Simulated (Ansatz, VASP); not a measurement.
## One calculation of TiCo, two programs

```
Co Ti
1.0
     3.02541    0.00000    0.00000
     0.00000    3.02541    0.00000
     0.00000    0.00000    3.02541
Co Ti
1 1
Direct
  0.50000 0.50000 0.50000
  0.00000 0.00000 0.00000
```

Alike in both runs: task single point; functional r2SCAN; k mesh 9 × 9 × 9; occupations fermi-dirac, width 0.05 eV; collinear spin.

|  | VASP | Ansatz |
| --- | --- | --- |
| version | VASP 6.6.1 | Ansatz 0.2.0 |
| potentials or method | VASP PAW PBE potentials, release 64 (Co, Ti_sv) | Ansatz PAW |
| plane-wave cutoff (eV) | 520 | 500 |
| valence electrons in the cell | 21 | 29 |

Ansatz gave:

* gap on the k mesh at the Fermi level (eV): none
* pressure (GPa): -5.4
* net moment per atom (μB): 0.43
* size of the moment on the site where the two differ most (μB): 1.48

Q: Which values does VASP return?

A: gap on the k mesh at the Fermi level (eV): none; pressure (GPa): -5.0; net moment per atom (μB): 0.43; size of the moment on the site where the two differ most (μB): 1.45.

VASP's potentials were made for PBE, not for r2SCAN. Site moments also hang on the region over which each program counts them. A gap of «none» marks a metal or a gap that the smearing closes. VASP's potentials hold 21 valence electrons a cell and Ansatz's 29, so a difference there can come from the potentials and not from the codes.

Noted on Ansatz's run: the magnetic or orbital state may not be the lowest.
